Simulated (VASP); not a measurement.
Write the native input for VASP 6.6.1 that does the following.

- Task: single point
- Functional: PBEsol
- Potentials or basis: VASP PAW PBE potentials, release 64 (W_sv)
- Cutoff: 520 eV
- k mesh: 18 × 18 × 18
- Occupations: fermi-dirac, width 0.1 eV
- Spin: no spin polarisation
- Dipole correction: no
- Further INCAR settings: ALGO = Normal; EDIFF = 1e-06; NBANDS = 13

The structure of W lies in POSCAR:

```
W
1.0
   -1.5351475420      1.5351475420      1.5351475420
    1.5351475420     -1.5351475420      1.5351475420
    1.5351475420      1.5351475420     -1.5351475420
W
1
Direct
    0.0000000000      0.0000000000      0.0000000000
```

The input as run:

INCAR

```
PREC = Accurate
ENCUT = 520
EDIFF = 1E-6
ISMEAR = -1
SIGMA = 0.1
LREAL = False
LASPH = True
NELM = 80
ALGO = Normal
ISIF = 2
LWAVE = False
LCHARG = False
GGA = PS
NBANDS = 13
```

KPOINTS

```
regular mesh
0
Gamma
  18 18 18
```

Potentials or basis: VASP PAW PBE potentials, release 64 (W_sv).

Launch:

```bash
$ cat potpaw_PBE.64/W_sv/POTCAR > POTCAR
$ mpirun -np 1 vasp_std > vasp.out
```

Results of the run:

The pressure is 32.2 GPa. The band gap on the k mesh is zero (band 7 reaches 18.51 eV, above the bottom of band 8 at 11.23 eV).

Caveat: the PAW data sets were made with another functional, which shifts forces and pressure a little; spin-orbit coupling is left out, which moves the levels of the heavy elements.

Run time: 29 s on 1 thread of AMD EPYC 7R43 64-Core Processor (Zen 3), with other jobs on the host, peak memory 0.11 GiB.
